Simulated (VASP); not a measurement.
Set up this calculation in VASP 6.6.1, as the native input.

```
Task                   : single point
Functional             : PBE
Potentials or basis    : VASP PAW PBE potentials, release 64 (Li_sv)
Cutoff                 : 520 eV
k mesh                 : 6 × 6 × 6
Occupations            : gaussian, width 0.1 eV
Spin                   : no spin polarisation
Dipole correction      : no
Further INCAR settings : ALGO = Fast; EDIFF = 1e-07; NBANDS = 14
```

The structure of Li lies in POSCAR:

```
Li
1.0
    4.4544403333      0.0000000000      0.0000000000
    0.0000000000      4.4544403333      0.0000000000
    0.0000000000      0.0000000000      4.4544403333
Li
4
Direct
    0.6254320000      0.8745680000      0.1254320000
    0.1254320000      0.6254320000      0.8745680000
    0.3745680000      0.3745680000      0.3745680000
    0.8745680000      0.1254320000      0.6254320000
```

These files were run (other wordings do the same):

INCAR

```
SYSTEM = Li
ALGO     = Fast           ! electronic algorithm
EDIFF    = 1E-7           ! SCF threshold, eV
ENCUT    = 520            ! plane-wave cutoff, eV
GGA      = PE             ! functional
ISIF     = 2              ! what is computed and relaxed
ISMEAR   = 0              ! smearing method
LASPH    = .TRUE.         ! aspherical terms in the spheres
LCHARG   = .FALSE.        ! write CHGCAR
LREAL    = .FALSE.        ! projectors in reciprocal space
LWAVE    = .FALSE.        ! write WAVECAR
NBANDS   = 14             ! bands
NELM     = 100            ! most SCF steps
PREC     = Accurate       ! precision mode
SIGMA    = 0.1            ! smearing width, eV
```

KPOINTS

```
k-points
0
G
  6 6 6
  0 0 0
```

Potentials or basis: VASP PAW PBE potentials, release 64 (Li_sv).

Command:

```console
$ cat potpaw_PBE.64/Li_sv/POTCAR > POTCAR
$ mpirun -np 1 vasp_std > vasp.out
```

It gave:

| Property | Result |
| --- | --- |
| Largest force | 0.005 eV/Å |
| Band gap on the k mesh | zero (bands 6 and 7 overlap by 2.36 eV) |

It took 46 s on 1 thread of Intel(R) Xeon(R) 6975P-C (Granite Rapids) (shared host), peak memory 0.19 GiB.
